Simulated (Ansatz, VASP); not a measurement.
IrO2: VASP beside Ansatz

The input INCAR:

```
SYSTEM = IrO2
PREC = Accurate
ENCUT = 600
EDIFF = 1E-6
ISMEAR = 1
SIGMA = 0.1
LREAL = Auto
LASPH = .True.
NELM = 120
ALGO = Normal
ISIF = 2
LWAVE = .False.
LCHARG = .False.
GGA = PE
NBANDS = 150
GGA_COMPAT = .False.
```

File KPOINTS:

```
Automatic mesh
0
Gamma
  2 2 2
  0 0 0
```

Contents of POSCAR:

```
IrO2
1.0
    4.5284677877      4.5284677877      0.0000000000
   -4.5284677877      4.5284677877      0.0000000000
    0.0000000000      0.0000000000      9.5413938447
Ir O
12 24
Direct
    0.0000000000      0.5000000000      0.1666666667
    0.5000000000      0.0000000000      0.1666666667
    0.0000000000      0.0000000000      0.0000000000
    0.5000000000      0.5000000000      0.0000000000
    0.0000000000      0.5000000000      0.5000000000
    0.5000000000      0.0000000000      0.5000000000
    0.0000000000      0.0000000000      0.3333333333
    0.5000000000      0.5000000000      0.3333333333
    0.0000000000      0.5000000000      0.8333333333
    0.5000000000      0.0000000000      0.8333333333
    0.0000000000      0.0000000000      0.6666666667
    0.5000000000      0.5000000000      0.6666666667
    0.1914750575      0.5000000000      0.0000000000
    0.6914750575      0.0000000000      0.0000000000
    0.0000000000      0.1914750575      0.1666666667
    0.5000000000      0.6914750575      0.1666666667
    0.3085249425      0.0000000000      0.0000000000
    0.8085249425      0.5000000000      0.0000000000
    0.0000000000      0.8085249425      0.1666666667
    0.5000000000      0.3085249425      0.1666666667
    0.1914750575      0.5000000000      0.3333333333
    0.6914750575      0.0000000000      0.3333333333
    0.0000000000      0.1914750575      0.5000000000
    0.5000000000      0.6914750575      0.5000000000
    0.3085249425      0.0000000000      0.3333333333
    0.8085249425      0.5000000000      0.3333333333
    0.0000000000      0.8085249425      0.5000000000
    0.5000000000      0.3085249425      0.5000000000
    0.1914750575      0.5000000000      0.6666666667
    0.6914750575      0.0000000000      0.6666666667
    0.0000000000      0.1914750575      0.8333333333
    0.5000000000      0.6914750575      0.8333333333
    0.3085249425      0.0000000000      0.6666666667
    0.8085249425      0.5000000000      0.6666666667
    0.0000000000      0.8085249425      0.8333333333
    0.5000000000      0.3085249425      0.8333333333
```

Input for Ansatz:

```yaml
crystal:
  lattice:
    - [4.5284677877, 4.5284677877, 0.0]
    - [-4.5284677877, 4.5284677877, 0.0]
    - [0.0, 0.0, 9.5413938447]
  atoms:
    - { symbol: Ir, position: [0.0, 0.5, 0.1666666667] }
    - { symbol: Ir, position: [0.5, 0.0, 0.1666666667] }
    - { symbol: Ir, position: [0.0, 0.0, 0.0] }
    - { symbol: Ir, position: [0.5, 0.5, 0.0] }
    - { symbol: O, position: [0.1914750575, 0.5, 0.0] }
    - { symbol: O, position: [0.6914750575, 0.0, 0.0] }
    - { symbol: O, position: [0.0, 0.1914750575, 0.1666666667] }
    - { symbol: O, position: [0.5, 0.6914750575, 0.1666666667] }
    - { symbol: O, position: [0.3085249425, 0.0, 0.0] }
    - { symbol: O, position: [0.8085249425, 0.5, 0.0] }
    - { symbol: O, position: [0.0, 0.8085249425, 0.1666666667] }
    - { symbol: O, position: [0.5, 0.3085249425, 0.1666666667] }
    - { symbol: Ir, position: [0.0, 0.5, 0.5] }
    - { symbol: Ir, position: [0.5, 0.0, 0.5] }
    - { symbol: Ir, position: [0.0, 0.0, 0.3333333333] }
    - { symbol: Ir, position: [0.5, 0.5, 0.3333333333] }
    - { symbol: O, position: [0.1914750575, 0.5, 0.3333333333] }
    - { symbol: O, position: [0.6914750575, 0.0, 0.3333333333] }
    - { symbol: O, position: [0.0, 0.1914750575, 0.5] }
    - { symbol: O, position: [0.5, 0.6914750575, 0.5] }
    - { symbol: O, position: [0.3085249425, 0.0, 0.3333333333] }
    - { symbol: O, position: [0.8085249425, 0.5, 0.3333333333] }
    - { symbol: O, position: [0.0, 0.8085249425, 0.5] }
    - { symbol: O, position: [0.5, 0.3085249425, 0.5] }
    - { symbol: Ir, position: [0.0, 0.5, 0.8333333333] }
    - { symbol: Ir, position: [0.5, 0.0, 0.8333333333] }
    - { symbol: Ir, position: [0.0, 0.0, 0.6666666667] }
    - { symbol: Ir, position: [0.5, 0.5, 0.6666666667] }
    - { symbol: O, position: [0.1914750575, 0.5, 0.6666666667] }
    - { symbol: O, position: [0.6914750575, 0.0, 0.6666666667] }
    - { symbol: O, position: [0.0, 0.1914750575, 0.8333333333] }
    - { symbol: O, position: [0.5, 0.6914750575, 0.8333333333] }
    - { symbol: O, position: [0.3085249425, 0.0, 0.6666666667] }
    - { symbol: O, position: [0.8085249425, 0.5, 0.6666666667] }
    - { symbol: O, position: [0.0, 0.8085249425, 0.8333333333] }
    - { symbol: O, position: [0.5, 0.3085249425, 0.8333333333] }
basis:
  ecutwfc: 420
  xc_grid: 2
hamiltonian:
  xc: pbe
  pseudopotentials: { kind: paw, azcp: { folder: soft_1 } }
kpoints:
  mp_grid: { grid: [2, 2, 2] }
scf:
  occupations: { method: methfessel_paxton, width: 0.1 }
  max_iter: 120
output:
  forces: true
  stress: true
```

Alike in both runs: task single point; functional PBE; k mesh 2 × 2 × 2; occupations methfessel-paxton of order 1, width 0.1 eV; no spin polarisation.

|  | VASP | Ansatz |
| --- | --- | --- |
| version | VASP 6.6.1 | Ansatz 0.2.0 |
| potentials or method | VASP PAW PBE potentials, release 64 (Ir, O), cutoff 600 eV | plane-wave PAW DFT |
| valence electrons in the cell | 252 | 348 |

|  | VASP | Ansatz | Ansatz less VASP |
| --- | --- | --- | --- |
| pressure (GPa) | 1.9 | -0.3 | -2.15 |
| rms of the force components (eV/Å) | 0.014 | 0.012 | -0.0014 |

VASP's potentials hold 252 valence electrons a cell and Ansatz's 348, so a difference there can come from the potentials and not from the codes.

The k mesh is coarse, so the values compare programs but aren't converged. Neither program's run includes spin-orbit coupling.
